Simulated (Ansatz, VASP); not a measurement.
**CdPtC6N6 in VASP and in Ansatz**

```
CELL_PARAMETERS angstrom
0.00000 5.52440 5.52440
5.52440 0.00000 5.52440
5.52440 5.52440 0.00000
ATOMIC_POSITIONS crystal
Cd 0.50000 0.50000 0.50000
Pt 0.00000 0.00000 0.00000
C 0.81735 0.18265 0.18265
C 0.18265 0.81735 0.18265
C 0.18265 0.81735 0.81735
C 0.81735 0.18265 0.81735
C 0.18265 0.18265 0.81735
C 0.81735 0.81735 0.18265
N 0.71242 0.28758 0.28758
N 0.28758 0.71242 0.28758
N 0.28758 0.71242 0.71242
N 0.71242 0.28758 0.71242
N 0.28758 0.28758 0.71242
N 0.71242 0.71242 0.28758
```

Alike in both runs: functional PBE; k mesh 4 × 4 × 4; occupations gaussian, width 0.02 eV; no spin polarisation.

Ansatz relaxed the structure, and its values are those at the end. VASP's run is a single point on that final structure, the one shown.

|  | VASP | Ansatz |
| --- | --- | --- |
| version | VASP 6.6.1 | Ansatz 0.2.0 |
| potentials or method | VASP PAW PBE potentials, release 64 (Cd, Pt, C, N), cutoff 520 eV | scalar-relativistic, plane waves, PAW |
| valence electrons in the cell | 76 | 92 |

|  | VASP | Ansatz | Ansatz less VASP |
| --- | --- | --- | --- |
| gap on the k mesh at the Fermi level (eV) | 5.25 | 5.29 | +0.039 |
| least direct gap on the mesh (eV) | 5.42 | 5.43 | +0.008 |
| pressure (GPa) | 0.5 | 0.1 | -0.40 |
| rms of the force components (eV/Å) | 0.235 | 0.001 | -0.2348 |

One of these differences is far larger than is usual between the two programs; its cause wasn't traced. VASP's potentials hold 76 valence electrons a cell and Ansatz's 92, so a difference there can come from the potentials and not from the codes.

Neither program's run includes spin-orbit coupling. Noted on VASP's run: the standard files for N, O and F lose accuracy on very short bonds.
